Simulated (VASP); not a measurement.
Input of a VASP 6.6.1 run:

INCAR

```
ALGO     = Normal         # electronic algorithm
EDIFF    = 1E-6           # SCF threshold, eV
EDIFFG   = -0.01          # ionic threshold
ENCUT    = 600            # plane-wave cutoff, eV
GGA      = PE             # functional
IBRION   = 2              # ionic algorithm
ISIF     = 3              # what is computed and relaxed
ISMEAR   = 0              # smearing method
LASPH    = True           # aspherical terms in the spheres
LCHARG   = False          # write CHGCAR
LREAL    = False          # projectors in reciprocal space
LWAVE    = False          # write WAVECAR
NELM     = 80             # most SCF steps
NSW      = 100            # ionic steps
PREC     = Accurate       # precision mode
SIGMA    = 0.1            # smearing width, eV
```

The input KPOINTS:

```
k-points
0
Gamma
  12 12 12
```

The input POSCAR:

```
Al2BP3
1.0
    2.9869885577      1.7245386479      2.9236894432
   -2.9869885577      1.7245386479      2.9236894432
    0.0000000000     -3.4490772957      2.9236894433
Al B P
2 1 3
Direct
    0.1401065990      0.1401065990      0.1401065990
    0.8598934010      0.8598934010      0.8598934010
    0.5000000000      0.5000000000      0.5000000000
    0.0000000000      0.5000000000      0.5000000000
    0.5000000000      0.0000000000      0.5000000000
    0.5000000000      0.5000000000      0.0000000000
```

Potentials or basis: VASP PAW PBE potentials, release 64 (Al, B, P).

The run is started by

```sh
$ cat potpaw_PBE.64/Al/POTCAR potpaw_PBE.64/B/POTCAR potpaw_PBE.64/P/POTCAR > POTCAR
$ mpirun -np 1 vasp_std > vasp.out
```

Question: What does it give for the space group after relaxing (to 0.1 Å)?

Answer: R-3m (No. 166).

Question: Predict the relaxed cell.

Answer: a = 4.519 Å, b = 4.519 Å, c = 4.519 Å, α = 82.71°, β = 82.71°, γ = 82.71°.

Question: What does it give for the band gap on the k mesh?

Answer: Zero (bands 12 and 13 overlap by 2.63 eV).

Final structure:
```yaml
crystal:
  lattice:
    - [2.98612, 1.72404, 2.92164]
    - [-2.98612, 1.72404, 2.92164]
    - [0.00000, -3.44807, 2.92164]
  atoms:
    - { symbol: Al, position: [0.14012, 0.14012, 0.14012] }
    - { symbol: Al, position: [0.85988, 0.85988, 0.85988] }
    - { symbol: B, position: [0.50000, 0.50000, 0.50000] }
    - { symbol: P, position: [0.00000, 0.50000, 0.50000] }
    - { symbol: P, position: [0.50000, 0.00000, 0.50000] }
    - { symbol: P, position: [0.50000, 0.50000, 0.00000] }
```
